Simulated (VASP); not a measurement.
# TaN (NiAs type) (P6_3/mmc) in VASP: relaxation of cell and atoms with PBE

Aim: the relaxation of cell and atoms of TaN (NiAs type) with PBE.

All numbers are computed with VASP 6.6.1; they aren't measurements. Logs are shortened: lines on timing, memory, paths and dates and some standing lists are left out, and cuts for length are marked.

### Step 1. The cell of the first run

It takes space group P6_3/mmc (No. 194, hexagonal). The conventional cell has a = 3.102 Å, b = 3.102 Å, c = 4.809 Å, α = 90.00°, β = 90.00°, γ = 120.00°. Ta (site symmetry -3m) has 6 N at 2.16 Å and 2 Ta at 2.40 Å within 2.9 Å. N (site symmetry -6m2) has 6 Ta at 2.16 Å and 12 N at 3.00 to 3.10 Å within 3.2 Å.

### Step 2. Relaxation of cell and atoms, PBE, target pressure 28 GPa, at which the enthalpy is minimised

Contents of INCAR:

```
ALGO = Normal
EDIFF = 1E-6
EDIFFG = -0.005
ENCUT = 600
GGA = PE
IBRION = 2
ISIF = 3
ISMEAR = -1
LASPH = T
LCHARG = F
LREAL = F
LWAVE = F
NELM = 80
NSW = 60
PREC = Accurate
PSTRESS = 280.0
SIGMA = 0.08
```

Contents of KPOINTS:

```
k-points
0
Gamma
  11 11 6
```

Contents of POSCAR:

```
TaN
1.0
    3.1024459581      0.0000000000      0.0000000000
   -1.5512229790      2.6867970136      0.0000000000
    0.0000000000      0.0000000000      4.8087912350
Ta N
2 2
Direct
    0.0000000000      0.0000000000      0.0000000000
    0.0000000000      0.0000000000      0.5000000000
    0.3333333333      0.6666666667      0.2500000000
    0.6666666667      0.3333333333      0.7500000000
```

Potentials or basis: VASP PAW PBE potentials, release 64 (Ta_pv, N).

Run with:

```
> cat potpaw_PBE.64/Ta_pv/POTCAR potpaw_PBE.64/N/POTCAR > POTCAR
> mpirun -np 1 vasp_std > vasp.out
```

OUTCAR:

```text
EDIFF = 1E-6
   EDIFFG = -0.005
   ENCUT = 600
   GGA = PE
   IBRION = 2
   ISIF = 3
   ISMEAR = -1
   LASPH = T
   LREAL = F
   NELM = 80
   NSW = 60
   PREC = Accurate
   PSTRESS = 280.0

 ion  position               nearest neighbor table
   1  0.000  0.000  0.000-   3 2.16   4 2.16   3 2.16   4 2.16   4 2.16   3 2.16   2 2.40   2 2.40

   2  0.000  0.000  0.500-   3 2.16   4 2.16   3 2.16   4 2.16   4 2.16   3 2.16   1 2.40   1 2.40

   3  0.333  0.667  0.250-   1 2.16   2 2.16   1 2.16   2 2.16   1 2.16   2 2.16
   4  0.667  0.333  0.750-   1 2.16   2 2.16   1 2.16   2 2.16   1 2.16   2 2.16

  LATTYP: Found a hexagonal cell.
 ALAT       =     3.1024459581
 C/A-ratio  =     1.5500000000

  Lattice vectors:

 A1 = (   3.1024459581,   0.0000000000,   0.0000000000)
 A2 = (  -1.5512229790,   2.6867970136,   0.0000000000)
 A3 = (   0.0000000000,   0.0000000000,   4.8087912350)

Analysis of symmetry for initial positions (statically):
=====================================================================
 Subroutine PRICEL returns:
 Original cell was already a primitive cell.

 Routine SETGRP: Setting up the symmetry group for a
 hexagonal supercell.

 Subroutine GETGRP returns: Found 24 space group operations
 (whereof 12 operations were pure point group operations)
 out of a pool of 24 trial point group operations.

The static configuration has the point symmetry D_3d.
 The point group associated with its full space group is D_6h.

Analysis of symmetry for dynamics (positions and initial velocities):
=====================================================================
 Subroutine PRICEL returns:
 Original cell was already a primitive cell.

 Routine SETGRP: Setting up the symmetry group for a
 hexagonal supercell.

 Subroutine GETGRP returns: Found 24 space group operations
 (whereof 12 operations were pure point group operations)
 out of a pool of 24 trial point group operations.

The dynamic configuration has the point symmetry D_3d.
 The point group associated with its full space group is D_6h.

 Subroutine INISYM returns: Found 24 space group operations
 (whereof 12 operations are pure point group operations),
 and found     1 'primitive' translations

----------------------------------------------------------------------------------------

                                     Primitive cell

  volume of cell :      40.0844

  direct lattice vectors                    reciprocal lattice vectors
     3.102445958  0.000000000  0.000000000     0.322326324  0.186095190  0.000000000
    -1.551222979  2.686797014  0.000000000     0.000000000  0.372190379  0.000000000
     0.000000000  0.000000000  4.808791235     0.000000000  0.000000000  0.207952467

  length of vectors
     3.102445958  3.102445958  4.808791235     0.372190379  0.372190379  0.207952467

  position of ions in fractional coordinates (direct lattice)
     0.000000000  0.000000000  0.000000000
     0.000000000  0.000000000  0.500000000
     0.333333333  0.666666667  0.250000000
     0.666666667  0.333333333  0.750000000

  ion indices of the primitive-cell ions
   primitive index   ion index
                 1           1
                 2           2
                 3           3
                 4           4

----------------------------------------------------------------------------------------

 KPOINTS: k-points

Automatic generation of k-mesh.
 Grid dimensions read from file:
 generate k-points for:   11   11    6

 Generating k-lattice:

  Cartesian coordinates                     Fractional coordinates (reciprocal lattice)
     0.029302393  0.016917745  0.000000000     0.090909091  0.000000000  0.000000000
     0.000000000  0.033835489  0.000000000     0.000000000  0.090909091  0.000000000
     0.000000000  0.000000000  0.034658744     0.000000000  0.000000000  0.166666667

  Length of vectors
     0.033835489  0.033835489  0.034658744

  Shift w.r.t. Gamma in fractional coordinates (k-lattice)
     0.000000000  0.000000000  0.000000000

 Subroutine IBZKPT returns following result:
 ===========================================

 Found     64 irreducible k-points:

 Following reciprocal coordinates:
            Coordinates               Weight
  0.000000  0.000000  0.000000      1.000000
  0.090909  0.000000  0.000000      6.000000
  0.181818  0.000000  0.000000      6.000000
  0.272727  0.000000  0.000000      6.000000
  0.363636 -0.000000  0.000000      6.000000
  0.454545  0.000000  0.000000      6.000000
[... 16 lines left out ...]
  0.090909  0.090909  0.166667     12.000000
  0.181818  0.090909  0.166667     24.000000
 [... further k-points ...]
   k-points           NKPTS =     64   k-points in BZ     NKDIM =     64   number of bands    NBANDS=     20
   number of dos      NEDOS =    301   number of ions     NIONS =      4
   total plane-waves  NPLWV =  31360
   dimension x,y,z NGX =    28 NGY =   28 NGZ =   40
   dimension x,y,z NGXF=    56 NGYF=   56 NGZF=   80
   ions per type =               2   2
   NGX,Y,Z   is equivalent  to a cutoff of  15.00, 15.00, 13.83 a.u.
   NGXF,Y,Z  is equivalent  to a cutoff of  30.01, 30.01, 27.66 a.u.
 SYSTEM =  unknown system
   PREC   = accura    normal or accurate (medium, high low for compatibility)
   ISTART =      0    job   : 0-new  1-cont  2-samecut
   ICHARG =      2    charge: 1-file 2-atom 10-const
   ISPIN  =      1    spin polarized calculation?
   LNONCOLLINEAR =      F non collinear calculations
   LSORBIT =      F    spin-orbit coupling
   LASPH  =      T    aspherical Exc in radial PAW
   ENCUT  =  600.0 eV  44.10 Ry    6.64 a.u.   6.20  6.20  9.60*2*pi/ulx,y,z
   NELM   =     80;   NELMIN=  2; NELMDL= -5     # of ELM steps
   EDIFF  = 0.1E-05   stopping-criterion for ELM
   LREAL  =      F    real-space projection
   EDIFFG = -.5E-02   stopping-criterion for IOM
   NSW    =     60    number of steps for IOM
   IBRION =      2    ionic relax: 0-MD 1-quasi-New 2-CG
   NFREE  =      1    steps in history (QN), initial steepest desc. (CG)
   ISIF   =      3    stress and relaxation
   ISYM   =      2    0-nonsym 1-usesym 2-fastsym
   POTIM  = 0.5000    time-step for ionic-motion
   TEBEG  =    0.0;   TEEND  =   0.0 temperature during run
   PSTRESS=  280.0 pullay stress
   NELECT =      32.0000    total number of electrons
   NUPDOWN=      -1.0000    fix difference up-down
   EMIN   =  10.00;   EMAX   =-10.00  energy-range for DOS
   EFERMI =   0.00;   METHOD = LEGACY
   ISMEAR =    -1;   SIGMA  =   0.08  broadening in eV -4-tet -1-fermi 0-gaus
   EFERMI_NEDOS =   21; number of points for ismear=-14 and -15
   IALGO  =     38    algorithm
   IMIX   =      4    mixing-type and parameters
     AMIX     =   0.40;   BMIX     =  1.00
     AMIX_MAG =   1.60;   BMIX_MAG =  1.00
  volume/ion in A,a.u.               =      10.02        67.63
  Fermi-wavevector in a.u.,A,eV,Ry     =   1.518681  2.869890 31.380358  2.306391
  Thomas-Fermi vector in A             =   2.627769
   LORBIT       =      0    0 simple, 1 ext, 2 COOP (PROOUT), +10 PAW based schemes
   GGA     = PE    functional components
   LHFCALC =     F    Hartree Fock is set to
   AEXX    =    0.0000 exact exchange contribution
   IVDW    =     0    specifies the selected vdW correction
   LEPSILON=     F    determine dielectric tensor
   LRPA    =     F    only Hartree local field effects (RPA)
 conjugate gradient relaxation of ions
 non-spin polarized calculation
  energy-cutoff  :      600.00
  volume of cell :       40.08
 maximum number of plane-waves:      1350
 NGX is ok and might be reduce to    28
   NGX = 13   NGY = 13   NGZ = 19

--------------------------------------- Ionic step        1  -------------------------------------------

 number of electron      32.0000000 magnetization

 Free energy of the ion-electron system (eV)
  ---------------------------------------------------
  ext. energy  EPLUGINS =         0.00000000
  ---------------------------------------------------
  free energy    TOTEN  =       -40.90688672 eV

  energy without entropy =      -40.86393888  energy(sigma->0) =      -40.88541280

------------------------ aborting loop because EDIFF is reached ----------------------------------------

  FORCE on cell =-STRESS in cart. coord.  units (eV):
  Direction    XX          YY          ZZ          XY          YZ          ZX
  --------------------------------------------------------------------------------------
  -------------------------------------------------------------------------------------
  Total        6.6816252      6.6816252     31.0710997      0.0000000     -0.0000000      0.0000000
  in kB      267.0654364    267.0654364   1241.9159417      0.0000000     -0.0000000      0.0000000
  external PRESSURE =     312.0156048 kB  Pullay stress =     280.0000000 kB
[... 103 lines left out ...]
  energy  without entropy=      -43.2299855116  energy(sigma->0) =      -43.25437289

  enthalpy is  TOTEN    =       -35.2954439853 eV   P V=        7.9833162857

[... ionic steps 4 to 11 ...]

--------------------------------------- Ionic step       12  -------------------------------------------

 number of electron      32.0000002 magnetization

------------------------ aborting loop because EDIFF is reached ----------------------------------------
[... 75 lines left out ...]
--------------------------------------- Ionic step       14  -------------------------------------------

 number of electron      32.0000002 magnetization

 Free energy of the ion-electron system (eV)
  ---------------------------------------------------
  ext. energy  EPLUGINS =         0.00000000
  ---------------------------------------------------
  free energy    TOTEN  =       -43.77288898 eV

  energy without entropy =      -43.75075378  energy(sigma->0) =      -43.76182138

 E-fermi :   8.9164     XC(G=0): -13.6842

 val. band max:        8.8948560794   @ k =   0.0909   0.0000   0.1667
 cond. band min:       8.9634958357   @ k =   0.0909   0.0000   0.0000
 fundamental gap:      0.0686397563
 Fermi energy:         8.9163635320

 k-point     1 :       0.0000    0.0000    0.0000
  band No.  band energies     occupation
      1     -26.7373      2.00000
      2     -25.7908      2.00000
      3     -25.4584      2.00000
      4     -25.4584      2.00000
      5     -25.3817      2.00000
      6     -25.3817      2.00000
[... 541 lines left out ...]
     19      11.5164      0.00000
     20      11.9810      0.00000

 [... further k-points ...]

------------------------ aborting loop because EDIFF is reached ----------------------------------------

  FORCE on cell =-STRESS in cart. coord.  units (eV):
  Direction    XX          YY          ZZ          XY          YZ          ZX
  --------------------------------------------------------------------------------------
  -------------------------------------------------------------------------------------
  Total        7.0972289      7.0972289      7.0898453      0.0000000      0.0000000      0.0000000
  in kB      280.1716347    280.1716347    279.8801574      0.0000000      0.0000000      0.0000000
  external PRESSURE =       0.0744756 kB  Pullay stress =     280.0000000 kB
[... 23 lines left out ...]
  energy  without entropy=      -43.7507537761  energy(sigma->0) =      -43.76182138

  enthalpy is  TOTEN    =       -36.6800078753 eV   P V=        7.0928811095

 reached required accuracy - stopping structural energy minimisation
```

It took 12 min on 1 thread of Intel Xeon 8259CL, shared host; peak memory 0.23 GiB.

What came out:

| Property | Result |
| --- | --- |
| Free energy | -43.7729 eV |
| Relaxed volume | 10.15 Å³/atom |
| Relaxed cell | a = 2.843 Å, b = 2.843 Å, c = 5.796 Å, α = 90.00°, β = 90.00°, γ = 120.00° |
| Space group after relaxing (to 0.1 Å) | P6_3/mmc (No. 194) |
| Energy change on relaxing (the run minimises the enthalpy) | -716.5 meV/atom |
| Ionic steps | 14 |
| Pressure after relaxing | 28.0 GPa |
| Band gap on the k mesh | zero (bands 16 and 17 overlap by 1.18 eV) |

The path:
```
step  energy change (eV)  largest force (eV/Å)  pressure (GPa)  volume (Å³)
   1              0.0000                0.0000           59.20        40.08
   2             -2.0792                0.0000          -37.60        51.32
   3             -2.3719                0.0000           -6.64        45.68
   4             -1.3091                0.0000           38.21        39.53
   5             -3.0491                0.0000            8.81        42.46
   6             -3.0790                0.0000            7.39        42.66
   7             -1.7819                0.0000           73.18        37.47
   8             -2.9031                0.0000           25.76        40.82
   9             -2.8911                0.0000           26.50        40.75
  10             -2.8845                0.0000           26.94        40.71
  11             -2.8508                0.0000           28.86        40.50
  12             -2.8607                0.0000           28.38        40.56
  13             -2.8737                0.0000           27.56        40.63
  14             -2.8660                0.0000           28.01        40.59
```

Final structure:
```cif
data_structure
_symmetry_space_group_name_H-M 'P 1'
_symmetry_Int_Tables_number 1
_cell_length_a 2.8435
_cell_length_b 2.8435
_cell_length_c 5.7962
_cell_angle_alpha 90.000
_cell_angle_beta 90.000
_cell_angle_gamma 120.000
_cell_volume 40.59
loop_
_atom_site_label
_atom_site_type_symbol
_atom_site_fract_x
_atom_site_fract_y
_atom_site_fract_z
_atom_site_occupancy
Ta1 Ta 0.00000 0.00000 0.00000 1
Ta2 Ta 0.00000 0.00000 0.50000 1
N1 N 0.33333 0.66667 0.25000 1
N2 N 0.66667 0.33333 0.75000 1
```

Levels at points of the mesh, in eV from the Fermi level:
```csv
k point,band 13,band 14,band 15,band 16,band 17,band 18,band 19,band 20
"(0.00, 0.00, 0.00)",-3.64,-2.07,-2.07,-0.28,-0.28,0.61,0.61,2.45
"(0.00, 0.00, 0.50)",-4.09,-4.09,-0.78,-0.78,1.07,1.07,1.07,1.07
```

Caveat: the cell is relaxed towards a set pressure, so the run minimises the enthalpy, not the energy; a cell axis changed by over 15 % at a fixed basis, so the end point is rough; spin-orbit coupling is left out, which moves the levels of the heavy elements.
